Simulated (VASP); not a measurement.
A run of VASP 6.6.1:

File INCAR:

```
  ALGO = Normal
  EDIFF = 1E-6
  ENCUT = 500
  GGA = PS
  GGA_COMPAT = F
  ISIF = 2
  ISMEAR = 0
  LASPH = T
  LCHARG = T
  LELF = T
  LREAL = F
  LVHAR = T
  LWAVE = F
  NBANDS = 17
  NELM = 120
  PREC = Accurate
  SIGMA = 0.15
```

File KPOINTS:

```
k-points
0
Gamma
  6 6 6
```

Contents of POSCAR:

```
PbS
1.0
    0.0000000000      2.9657500000      2.9657500000
    2.9657500000      0.0000000000      2.9657500000
    2.9657500000      2.9657500000      0.0000000000
Pb S
1 1
Direct
    0.0000000000      0.0000000000      0.0000000000
    0.5000000000      0.5000000000      0.5000000000
```

Potentials or basis: VASP PAW PBE potentials, release 64 (Pb_d, S).

Launch:

```bash
$ cat potpaw_PBE.64/Pb_d/POTCAR potpaw_PBE.64/S/POTCAR > POTCAR
$ mpirun -np 1 vasp_std > vasp.out
```

Hardware: 1 thread of Intel Xeon 6975P-C, with other jobs on the host.

Q: Estimate the wall time of this run.

A: Run time: 9.9 s on 1 thread of Intel Xeon 6975P-C, on a shared host, peak memory 0.17 GiB. Counts: scf iterations 12, k points 16.
